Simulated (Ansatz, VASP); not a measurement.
# Y in VASP and in Ansatz

INCAR

```
SYSTEM = Y
PREC     = Accurate       ! precision mode
ENCUT    = 600            ! plane-wave cutoff, eV
EDIFF    = 1E-6           ! SCF threshold, eV
ISMEAR   = 0              ! smearing method
SIGMA    = 0.1            ! smearing width, eV
LREAL    = .FALSE.        ! projectors in reciprocal space
LASPH    = .TRUE.         ! aspherical terms in the spheres
NELM     = 100            ! most SCF steps
ALGO     = Normal         ! electronic algorithm
ISIF     = 3              ! what is computed and relaxed
LWAVE    = .FALSE.        ! write WAVECAR
LCHARG   = .FALSE.        ! write CHGCAR
GGA      = PS             ! functional
IBRION   = 2              ! ionic algorithm
NSW      = 90             ! ionic steps
EDIFFG   = -0.04          ! ionic threshold
```

Contents of KPOINTS:

```
regular mesh
0
G
  8 8 8
  0 0 0
```

File POSCAR:

```
Y
1.0
   -1.7247615771      1.7247615771      2.6090265212
    1.7247615771     -1.7247615771      2.6090265212
    1.7247615771      1.7247615771     -2.6090265212
Y
1
Direct
    0.0000000000      0.0000000000      0.0000000000
```

Input for Ansatz:

```yaml
crystal:
  lattice:
    - [-1.7247615771, 1.7247615771, 2.6090265212]
    - [1.7247615771, -1.7247615771, 2.6090265212]
    - [1.7247615771, 1.7247615771, -2.6090265212]
  atoms:
    - { symbol: "Y", position: [0.0, 0.0, 0.0] }
basis:
  ecutwfc: 420
kpoints:
  mp_grid: { grid: [8, 8, 8] }
hamiltonian:
  xc: pbesol
scf:
  occupations: { method: gaussian, width: 0.1 }
  lower_state_search: "off"
output:
  forces: true
  stress: true
  eigenvalues: true
relax:
  adjacent_minimum: "off"
  f_tol: 0.04
  max_steps: 70
  cell: { stress_tol: 0.4 }
```

Alike in both runs: task relaxation of cell and atoms; functional PBEsol; k mesh 8 × 8 × 8; occupations gaussian, width 0.1 eV; no spin polarisation.

|  | VASP | Ansatz |
| --- | --- | --- |
| version | VASP 6.6.1 | Ansatz 0.2.0 |
| potentials or method | VASP PAW PBE potentials, release 64 (Y_sv), cutoff 600 eV | scalar-relativistic, plane waves, PAW |
| valence electrons in the cell | 11 | 11 |

```tsv
	VASP	Ansatz	Ansatz less VASP
gap on the k mesh at the Fermi level, each at its own relaxed structure (eV)	none	none	-
relaxed volume (Å³/atom)	30.76	30.92	+0.156
relaxed length of the cell vector where the two differ most in proportion (Å)	3.516	3.520	+0.0047
```

VASP's potentials were made for PBE, not for PBEsol. A gap of «none» marks a metal or a gap that the smearing closes.
